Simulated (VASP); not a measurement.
A run of VASP 6.6.1 is set up as follows.

INCAR

```
ALGO = Fast
EDIFF = 1E-7
ENCUT = 520
GGA = PE
ISIF = 2
ISMEAR = 0
LASPH = True
LCHARG = False
LREAL = False
LWAVE = False
NBANDS = 38
NELM = 100
PREC = Accurate
SIGMA = 0.1
```

KPOINTS

```
k-points
0
Gamma
  8 8 8
```

The input POSCAR:

```
LiGa2
1.0
    0.0000000000      3.8071833343      3.8071833343
    3.8071833343      0.0000000000      3.8071833343
    3.8071833343      3.8071833343      0.0000000000
Li Ga
2 4
Direct
    0.0000000000      0.0000000000      0.0000000000
    0.2500000000      0.2500000000      0.2500000000
    0.6250000000      0.6250000000      0.6250000000
    0.1250000000      0.6250000000      0.6250000000
    0.6250000000      0.6250000000      0.1250000000
    0.6250000000      0.1250000000      0.6250000000
```

Potentials or basis: VASP PAW PBE potentials, release 64 (Li_sv, Ga_d).

The run is started by

```bash
$ cat potpaw_PBE.64/Li_sv/POTCAR potpaw_PBE.64/Ga_d/POTCAR > POTCAR
$ mpirun -np 1 vasp_std > vasp.out
```

Question: What does it give for the band gap on the k mesh?

Answer: Zero (bands 29 and 30 overlap by 5.12 eV).
